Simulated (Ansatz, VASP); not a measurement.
**One calculation of Y, two programs**

```xyz
2
Lattice="3.6426 0.0000 0.0000 -1.8213 3.1546 0.0000 0.0000 0.0000 5.8792" Properties=species:S:1:pos:R:3 pbc="T T T"
Y     0.0000    2.1030    1.4698
Y     1.8213    1.0515    4.4094
```

Alike in both runs: task single point; functional PBEsol; k mesh 6 × 6 × 4; occupations gaussian, width 0.1 eV; no spin polarisation.

```csv
,VASP,Ansatz
version,VASP 6.6.1,Ansatz 0.2.0
potentials or method,"VASP PAW PBE potentials, release 64 (Y_sv), cutoff 520 eV","scalar-relativistic, plane waves, PAW"
valence electrons in the cell,22,22
```

|  | VASP | Ansatz | Ansatz less VASP |
| --- | --- | --- | --- |
| gap on the k mesh at the Fermi level (eV) | none | none | - |
| pressure (GPa) | -2.9 | -2.8 | +0.10 |
| traceless stress, the component that is largest in VASP (GPa) | -1.69 | -1.70 | -0.008 |

VASP's potentials were made for PBE, not for PBEsol, and Ansatz warns of the same on its side. A gap of «none» marks a metal or a gap that the smearing closes.
